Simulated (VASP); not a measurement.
Input of a VASP 6.6.1 run:

INCAR

```
SYSTEM = ZnS
PREC = Accurate
ENCUT = 500
EDIFF = 1E-6
ISMEAR = 0
SIGMA = 0.02
LREAL = .FALSE.
LASPH = .TRUE.
NELM = 120
ALGO = Normal
ISIF = 2
LWAVE = .FALSE.
LCHARG = .TRUE.
GGA = PE
LELF = .TRUE.
LVHAR = .TRUE.
NBANDS = 16
GGA_COMPAT = .FALSE.
```

File KPOINTS:

```
Automatic mesh
0
G
  10 10 10
  0 0 0
```

Contents of POSCAR:

```
ZnS
1.0
    0.0000000000      2.7218243614      2.7218243614
    2.7218243614      0.0000000000      2.7218243614
    2.7218243614      2.7218243614      0.0000000000
Zn S
1 1
Direct
    0.0000000000      0.0000000000      0.0000000000
    0.2500000000      0.2500000000      0.2500000000
```

Potentials or basis: VASP PAW PBE potentials, release 64 (Zn, S).

Launch:

```sh
$ cat potpaw_PBE.64/Zn/POTCAR potpaw_PBE.64/S/POTCAR > POTCAR
$ mpirun -np 1 vasp_std > vasp.out
```

**Question.** Predict the pressure.

**Answer.** 0.1 GPa.

**Question.** Predict the band gap on the k mesh.

**Answer.** 2.02 eV.
